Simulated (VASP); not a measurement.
# CuO (P-1) in VASP: notebook

Runs on CuO. Level: PBEsol. Tasks: single point.

Everything below comes from runs of VASP 6.6.1. Logs are shortened: lines on timing, memory, paths and dates and some standing lists are left out, and cuts for length are marked.

## Step 1: The cell of the first run

The typed cell holds 4 atoms: a = 2.880 Å, b = 2.880 Å, c = 5.176 Å, α = 89.81°, β = 89.81°, γ = 89.22°.

## Step 2: Single point, PBEsol

The input, INCAR:

```
PREC = Accurate
ENCUT = 820
EDIFF = 1E-6
ISMEAR = 0
SIGMA = 0.1
LREAL = False
LASPH = True
NELM = 120
ALGO = Normal
ISIF = 2
LWAVE = False
LCHARG = True
GGA = PS
LELF = True
LVHAR = True
NBANDS = 33
GGA_COMPAT = False
```

The input, KPOINTS:

```
regular mesh
0
Gamma
  4 4 2
```

The input, POSCAR:

```
CuO
1.0
    2.8795009639      0.0000000000      0.0000000000
    0.0390727580      2.8792794796      0.0000000000
    0.0174953863      0.0172449008      5.1763391994
Cu O
2 2
Direct
    0.5000000000      0.0000000000      0.5000000000
    0.0000000000      0.5000000000      0.0000000000
    0.0015760300      0.9983282200      0.2501129000
    0.9984239700      0.0016717800      0.7498871000
```

Potentials or basis: VASP PAW PBE potentials, release 64 (Cu_sv_GW, O).

Launch:

```sh
$ cat potpaw_PBE.64/Cu_sv_GW/POTCAR potpaw_PBE.64/O/POTCAR > POTCAR
$ mpirun -np 1 vasp_std > vasp.out
```

OUTCAR:

```text
PREC = Accurate
   ENCUT = 820
   EDIFF = 1E-6
   ISMEAR = 0
   LREAL = False
   LASPH = True
   NELM = 120
   ISIF = 2
   GGA = PS

 ion  position               nearest neighbor table
   1  0.500  0.000  0.500-   3 1.94   4 1.94   3 1.94   4 1.94
   2  0.000  0.500  0.000-   3 1.94   4 1.94   4 1.94   3 1.94
   3  0.002  0.998  0.250-   1 1.94   1 1.94   2 1.94   2 1.94
   4  0.998  0.002  0.750-   1 1.94   1 1.94   2 1.94   2 1.94

  LATTYP: Found a base centered monoclinic cell.
 ALAT       =    11.1169163425
 B/A-ratio  =     0.3638182808
 C/A-ratio  =     0.4656324948
 COS(beta)  =    -0.9295148209

  Lattice vectors:

 A1 = (   2.8620055776,  -0.0172449008,  -5.1763391994)
 A2 = (   0.0215773717,   2.8620345788,  -5.1763391994)
 A3 = (   0.0174953863,   0.0172449008,   5.1763391994)

Analysis of symmetry for initial positions (statically):
=====================================================================
 Subroutine PRICEL returns:
 Original cell was already a primitive cell.

 Routine SETGRP: Setting up the symmetry group for a
 base centered monoclinic supercell.

 Subroutine GETGRP returns: Found  2 space group operations
 (whereof  2 operations were pure point group operations)
 out of a pool of  4 trial point group operations.

The static configuration has the point symmetry S_2 .

Analysis of symmetry for dynamics (positions and initial velocities):
=====================================================================
 Subroutine PRICEL returns:
 Original cell was already a primitive cell.

 Routine SETGRP: Setting up the symmetry group for a
 base centered monoclinic supercell.

 Subroutine GETGRP returns: Found  2 space group operations
 (whereof  2 operations were pure point group operations)
 out of a pool of  4 trial point group operations.

The dynamic configuration has the point symmetry S_2 .

 Subroutine INISYM returns: Found  2 space group operations
 (whereof  2 operations are pure point group operations),
 and found     1 'primitive' translations

----------------------------------------------------------------------------------------

                                     Primitive cell

  volume of cell :      42.9164

  direct lattice vectors                    reciprocal lattice vectors
     2.879500964  0.000000000  0.000000000     0.347282398 -0.004712735 -0.001158071
     0.039072758  2.879279480  0.000000000     0.000000000  0.347309112 -0.001157055
     0.017495386  0.017244901  5.176339199     0.000000000  0.000000000  0.193186722

[... 82 lines left out ...]
   EDIFF  = 0.1E-05   stopping-criterion for ELM
   LREAL  =      F    real-space projection
   EDIFFG = 0.1E-04   stopping-criterion for IOM
   NSW    =      0    number of steps for IOM
   IBRION =     -1    ionic relax: 0-MD 1-quasi-New 2-CG
   NFREE  =      0    steps in history (QN), initial steepest desc. (CG)
   ISIF   =      2    stress and relaxation
   ISYM   =      2    0-nonsym 1-usesym 2-fastsym
   POTIM  = 0.5000    time-step for ionic-motion
   TEBEG  =    0.0;   TEEND  =   0.0 temperature during run
   PSTRESS=    0.0 pullay stress
   NELECT =      50.0000    total number of electrons
   NUPDOWN=      -1.0000    fix difference up-down
   EMIN   =  10.00;   EMAX   =-10.00  energy-range for DOS
   EFERMI =   0.00;   METHOD = LEGACY
   ISMEAR =     0;   SIGMA  =   0.10  broadening in eV -4-tet -1-fermi 0-gaus
   EFERMI_NEDOS =   21; number of points for ismear=-14 and -15
   IALGO  =     38    algorithm
   IMIX   =      4    mixing-type and parameters
     AMIX     =   0.40;   BMIX     =  1.00
     AMIX_MAG =   1.60;   BMIX_MAG =  1.00
  volume/ion in A,a.u.               =      10.73        72.40
  Fermi-wavevector in a.u.,A,eV,Ry     =   1.722623  3.255285 40.374336  2.967430
  Thomas-Fermi vector in A             =   2.798653
   LORBIT       =      0    0 simple, 1 ext, 2 COOP (PROOUT), +10 PAW based schemes
   GGA     = PS    functional components
   LHFCALC =     F    Hartree Fock is set to
   AEXX    =    0.0000 exact exchange contribution
   IVDW    =     0    specifies the selected vdW correction
   LEPSILON=     F    determine dielectric tensor
   LRPA    =     F    only Hartree local field effects (RPA)
 non-spin polarized calculation
 Gauss-broadening in eV      SIGMA  =   0.10
  energy-cutoff  :      820.00
  volume of cell :       42.92
 maximum number of plane-waves:      2296
 NGX is ok and might be reduce to    28
   NGX = 13   NGY = 13   NGZ = 25

 number of electron      50.0000025 magnetization

 Free energy of the ion-electron system (eV)
  ---------------------------------------------------
  ext. energy  EPLUGINS =         0.00000000
  ---------------------------------------------------
  free energy    TOTEN  =       -21.75385707 eV

  energy without entropy =      -21.74629821  energy(sigma->0) =      -21.75007764

 E-fermi :   5.0878     XC(G=0): -12.1324

 val. band max:        5.0391838312   @ k =   0.5000   0.0000   0.5000
 cond. band min:       5.2282631662   @ k =   0.0000   0.0000   0.5000
 fundamental gap:      0.1890793351
 Fermi energy:         5.0878296789

 k-point     1 :       0.0000    0.0000    0.0000
  band No.  band energies     occupation
      1    -107.3123      2.00000
      2    -107.3091      2.00000
      3     -64.9517      2.00000
      4     -64.9481      2.00000
      5     -64.9263      2.00000
      6     -64.9193      2.00000
[... 709 lines left out ...]
     32      16.4865      0.00000
     33      20.4748      0.00000

------------------------ aborting loop because EDIFF is reached ----------------------------------------

  FORCE on cell =-STRESS in cart. coord.  units (eV):
  Direction    XX          YY          ZZ          XY          YZ          ZX
  --------------------------------------------------------------------------------------
  -------------------------------------------------------------------------------------
  Total       -0.2040741     -0.2181994     -1.7223603     -0.0234464     -0.0038964     -0.0074997
  in kB       -7.6185933     -8.1459236    -64.2999764     -0.8753124     -0.1454606     -0.2799812
  external PRESSURE =     -26.6881644 kB  Pullay stress =       0.0000000 kB

 VOLUME and BASIS-vectors are now :
 -----------------------------------------------------------------------------
  energy-cutoff  :      820.00
  volume of cell :       42.92
      direct lattice vectors                 reciprocal lattice vectors
     2.879500964  0.000000000  0.000000000     0.347282398 -0.004712735 -0.001158071
     0.039072758  2.879279480  0.000000000     0.000000000  0.347309112 -0.001157055
     0.017495386  0.017244901  5.176339199     0.000000000  0.000000000  0.193186722

 POSITION                                       TOTAL-FORCE (eV/Angst)
 -----------------------------------------------------------------------------------
      1.44850      0.00862      2.58817        -0.000000      0.000000      0.000000
      0.01954      1.43964      0.00000        -0.000000     -0.000000      0.000000
      0.04792      2.87878      1.29467        -0.007245      0.009000     -0.010170
      2.88815      0.01775      3.88167         0.007245     -0.009000      0.010170
 -----------------------------------------------------------------------------------
    total drift:                                0.000000      0.000000      0.000000

  FREE ENERGIE OF THE ION-ELECTRON SYSTEM (eV)
  ---------------------------------------------------
  free  energy   TOTEN  =       -21.7538570680 eV

  energy  without entropy=      -21.7462982100  energy(sigma->0) =      -21.75007764
```

OSZICAR:

```text
N       E                     dE             d eps       ncg     rms          rms(c)
DAV:   1     0.107970630576E+04    0.10797E+04   -0.40068E+04  2012   0.585E+03
DAV:   2     0.887737598034E+02   -0.99093E+03   -0.95104E+03  2182   0.136E+03
DAV:   3    -0.225796259188E+02   -0.11135E+03   -0.10895E+03  2534   0.521E+02
DAV:   4    -0.275938720837E+02   -0.50142E+01   -0.49854E+01  2238   0.122E+02
DAV:   5    -0.277802743251E+02   -0.18640E+00   -0.18622E+00  2232   0.195E+01    0.178E+01
DAV:   6    -0.267989072267E+02    0.98137E+00   -0.50791E+01  2280   0.361E+02    0.172E+01
DAV:   7    -0.217022539203E+02    0.50967E+01   -0.17186E+01  2160   0.290E+02    0.392E+00
DAV:   8    -0.217749297081E+02   -0.72676E-01   -0.15154E+00  2128   0.112E+01    0.195E+00
DAV:   9    -0.217590638171E+02    0.15866E-01   -0.69704E-02  2416   0.150E+01    0.738E-01
DAV:  10    -0.217557003484E+02    0.33635E-02   -0.31434E-02  2440   0.113E+01    0.429E-01
DAV:  11    -0.217538380475E+02    0.18623E-02   -0.49168E-03  2384   0.394E+00    0.113E-01
DAV:  12    -0.217539118665E+02   -0.73819E-04   -0.73159E-04  2368   0.756E-01    0.669E-02
DAV:  13    -0.217538561087E+02    0.55758E-04   -0.10926E-04  2320   0.408E-01    0.153E-02
DAV:  14    -0.217538564724E+02   -0.36372E-06   -0.17885E-05  1904   0.120E-01    0.346E-03
DAV:  15    -0.217538570680E+02   -0.59564E-06   -0.27182E-07   976   0.267E-02
   1 F= -.21753857E+02 E0= -.21750078E+02  d E =-.755886E-02
```

stdout:

```text
POSCAR found type information on POSCAR CuO
 POSCAR found :  2 types and       4 ions
 scaLAPACK will be used
 -----------------------------------------------------------------------------
|                                                                             |
|                                                                             |
|     You enforced a specific xc type in the INCAR file but a different       |
|     I HOPE YOU KNOW WHAT YOU ARE DOING!                                     |
|                                                                             |
 -----------------------------------------------------------------------------

 LDA part: xc-table for (Slater+PW92), standard interpolation
 POSCAR, INCAR and KPOINTS ok, starting setup
 FFT: planning ... GRIDC
 FFT: planning ... GRID_SOFT
 FFT: planning ... GRID
 WAVECAR not read
 entering main loop
```

Run time: 39 s. Hardware: 1 thread of Intel Xeon 6975P-C (Granite Rapids), shared host; peak memory 0.22 GiB.

What came out:

```
Free energy            : -21.7539 eV
Pressure               : -2.7 GPa
Largest force          : 0.015 eV/Å
Band gap on the k mesh : zero (bands 25 and 26 overlap by 1.12 eV)
```

Forces in eV/Å, atoms in the order of the input:
```
Cu   0.000  0.000  0.000
Cu   0.000  0.000  0.000
O   -0.007  0.009 -0.010
O    0.007 -0.009  0.010
```

Caveat: the k points lie up to 0.61 Å⁻¹ apart, too coarse for converged energies and pressures of a metal; the PAW data sets were made with another functional, which shifts forces and pressure a little; semilocal functionals often make such compounds metallic where correlation or magnetic order opens a gap, which also shifts bond lengths.

## Step 3: Single point, PBEsol

The input, INCAR:

```
PREC = Accurate ; ENCUT = 520
EDIFF = 1E-6 ; ISMEAR = 0
SIGMA = 0.1 ; LREAL = F
LASPH = T ; NELM = 60
ALGO = Normal ; ISIF = 2
LWAVE = F ; LCHARG = T
GGA = PS ; LELF = T
LVHAR = T ; NBANDS = 25
```

The input, KPOINTS:

```
Automatic mesh
0
Gamma
  14 14 8
```

POSCAR is that of step 2.

Potentials or basis: VASP PAW PBE potentials, release 64 (Cu, O).

Launch:

```sh
$ cat potpaw_PBE.64/Cu/POTCAR potpaw_PBE.64/O/POTCAR > POTCAR
$ mpirun -np 1 vasp_std > vasp.out
```

It took 5.3 min on 1 thread of Intel Xeon 6975P-C (Granite Rapids), shared host; peak memory 0.72 GiB.

The run converged. Its results:

```
Free energy            : -21.4766 eV
Pressure               : -1.3 GPa
Largest force          : 0.013 eV/Å
Band gap on the k mesh : zero (bands 17 and 18 overlap by 1.14 eV)
```

Forces in eV/Å, atoms in the order of the input:
```
Cu   0.000  0.000  0.000
Cu   0.000  0.000  0.000
O   -0.005  0.006 -0.010
O    0.005 -0.006  0.010
```

Stress tensor (GPa, compression positive):
```
-0.18 -0.08 -0.01
-0.08 -0.23  0.00
-0.01  0.00 -3.53
```

Levels at points of the mesh, in eV from the Fermi level:
```csv
k point,band 15,band 16,band 17,band 18,band 19,band 20
"(0.00, 0.00, 0.00)",-2.35,-2.05,0.65,0.68,1.43,6.07
"(0.50, 0.00, 0.00)",-1.61,-1.52,0.21,0.44,3.41,6.00
"(0.00, 0.50, 0.00)",-1.61,-1.52,0.21,0.45,3.41,5.99
"(0.50, 0.50, 0.00)",-1.65,-1.19,-1.18,1.18,2.04,7.07
"(0.00, 0.00, 0.50)",-1.56,-1.56,0.08,0.08,3.52,3.52
"(0.50, 0.00, 0.50)",-2.06,-1.86,-0.13,0.68,4.16,5.93
"(0.00, 0.50, 0.50)",-2.05,-1.87,-0.13,0.68,4.17,5.92
"(0.50, 0.50, 0.50)",-1.42,-1.41,-0.49,-0.49,3.90,3.90
```

Caveat: the PAW data sets were made with another functional, which shifts forces and pressure a little; semilocal functionals often make such compounds metallic where correlation or magnetic order opens a gap, which also shifts bond lengths.

The gap in the log of VASP goes by the Fermi energy; the results here count the filled bands.